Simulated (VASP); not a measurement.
Set up this calculation in VASP 6.6.1, as the native input.

```
Task                   : single point
Functional             : PBE
Potentials or basis    : VASP PAW PBE potentials, release 64 (Ru_pv, C, N)
Cutoff                 : 520 eV
k mesh                 : 8 × 8 × 8
Occupations            : gaussian, width 0.1 eV
Spin                   : no spin polarisation
Dipole correction      : no
Further INCAR settings : ALGO = Normal; EDIFF = 1e-07; NBANDS = 43
```

The structure of RuC2N2 lies in POSCAR:

```
RuC2N2
1.0
    5.7811728910      0.0000000000      0.0000000000
    0.0000000000      5.7811728910      0.0000000000
    0.0000000000      0.0000000000      5.7811728910
Ru C N
2 4 4
Direct
    0.0000000000      0.0000000000      0.0000000000
    0.5000000000      0.5000000000      0.5000000000
    0.1903790338      0.1903790338      0.1903790338
    0.1903790338      0.8096209662      0.8096209662
    0.8096209662      0.1903790338      0.8096209662
    0.8096209662      0.8096209662      0.1903790338
    0.3104872695      0.3104872695      0.3104872695
    0.3104872695      0.6895127305      0.6895127305
    0.6895127305      0.3104872695      0.6895127305
    0.6895127305      0.6895127305      0.3104872695
```

One way to write it, as run:

INCAR

```
SYSTEM = RuC2N2
PREC = Accurate
ENCUT = 520
EDIFF = 1E-7
ISMEAR = 0
SIGMA = 0.1
LREAL = .FALSE.
LASPH = .TRUE.
NELM = 60
ALGO = Normal
ISIF = 2
LWAVE = .FALSE.
LCHARG = .FALSE.
GGA = PE
NBANDS = 43
```

KPOINTS

```
regular mesh
0
G
  8 8 8
  0 0 0
```

Potentials or basis: VASP PAW PBE potentials, release 64 (Ru_pv, C, N).

Run with:

```console
$ cat potpaw_PBE.64/Ru_pv/POTCAR potpaw_PBE.64/C/POTCAR potpaw_PBE.64/N/POTCAR > POTCAR
$ mpirun -np 1 vasp_std > vasp.out
```

Results of the run:

The pressure is 0.1 GPa, the largest force is 0.234 eV/Å and the band gap on the k mesh is zero (band 32 reaches 0.92 eV, above the bottom of band 33 at 0.16 eV).

It took 3.5 min on 1 thread of Intel(R) Xeon(R) 6975P-C (Granite Rapids), on a shared host, peak memory 0.46 GiB.
